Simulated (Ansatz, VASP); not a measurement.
**Ti3SnO8 in VASP and in Ansatz**

```xyz
12
Lattice="3.8427 0.0000 0.0000 0.0000 3.8427 0.0000 0.0000 0.0000 10.0266" Properties=species:S:1:pos:R:3 pbc="T T T"
Ti    0.0000    0.0000    0.0000
Ti    0.0000    1.9213    2.3777
Ti    1.9213    0.0000    7.6489
Sn    1.9213    1.9213    5.0133
O     0.0000    0.0000    1.9809
O     1.9213    1.9213    7.1884
O     0.0000    1.9213    4.4039
O     1.9213    0.0000    9.6268
O     0.0000    1.9213    0.3998
O     1.9213    0.0000    5.6227
O     0.0000    0.0000    8.0457
O     1.9213    1.9213    2.8382
```

Alike in both runs: functional PBE; k mesh 4 × 4 × 2; occupations gaussian, width 0.1 eV; collinear spin.

Ansatz relaxed the structure, and its values are those at the end. VASP's run is a single point on that final structure, the one shown.

|  | VASP | Ansatz |
| --- | --- | --- |
| version | VASP 6.6.1 | Ansatz 0.2.0 |
| potentials or method | VASP PAW PBE potentials, release 64 (Ti_sv, Sn_d, O), cutoff 520 eV | scalar-relativistic, plane waves, PAW |
| valence electrons in the cell | 98 | 98 |

|  | VASP | Ansatz | Ansatz less VASP |
| --- | --- | --- | --- |
| gap on the k mesh at the Fermi level (eV) | 2.10 | 2.12 | +0.023 |
| least direct gap on the mesh (eV) | 2.26 | 2.28 | +0.021 |
| pressure (GPa) | 0.5 | -0.1 | -0.64 |
| rms of the force components (eV/Å) | 0.010 | 0.003 | -0.0064 |
| net moment per atom (μB) | 0.00 | 0.00 | 0.000 |

The functional is the same, so the differences come from potentials, cutoffs and numerics. Ansatz's warnings: seeded moment not kept.
